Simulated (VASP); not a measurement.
Write the native input for VASP 6.6.1 that does the following.

* Task: single point
* Functional: PBE
* Potentials or basis: VASP PAW PBE potentials, release 64 (Al, As)
* Cutoff: 500 eV
* k mesh: 10 × 10 × 10
* Occupations: gaussian, width 0.01 eV
* Spin: no spin polarisation
* Dipole correction: no
* Further INCAR settings: ALGO = Normal; EDIFF = 1e-06; NBANDS = 11

The structure of AlAs lies in POSCAR:

```
AlAs
1.0
    0.0000000000      2.8304000000      2.8304000000
    2.8304000000      0.0000000000      2.8304000000
    2.8304000000      2.8304000000      0.0000000000
Al As
1 1
Direct
    0.0000000000      0.0000000000      0.0000000000
    0.2500000000      0.2500000000      0.2500000000
```

These files were run (other wordings do the same):

INCAR

```
SYSTEM = AlAs
PREC = Accurate
ENCUT = 500
EDIFF = 1E-6
ISMEAR = 0
SIGMA = 0.01
LREAL = .False.
LASPH = .True.
NELM = 120
ALGO = Normal
ISIF = 2
LWAVE = .False.
LCHARG = .False.
GGA = PE
NBANDS = 11
GGA_COMPAT = .False.
```

KPOINTS

```
Automatic mesh
0
Gamma
  10 10 10
  0 0 0
```

Potentials or basis: VASP PAW PBE potentials, release 64 (Al, As).

The run is started by

```sh
$ cat potpaw_PBE.64/Al/POTCAR potpaw_PBE.64/As/POTCAR > POTCAR
$ mpirun -np 1 vasp_std > vasp.out
```

It gave:

```
Pressure               : 2.8 GPa
Band gap on the k mesh : 1.44 eV, indirect (least direct gap 2.06 eV)
```

Wall time 38 s on 1 thread of Intel Xeon 8259CL (shared host), peak memory 0.18 GiB.
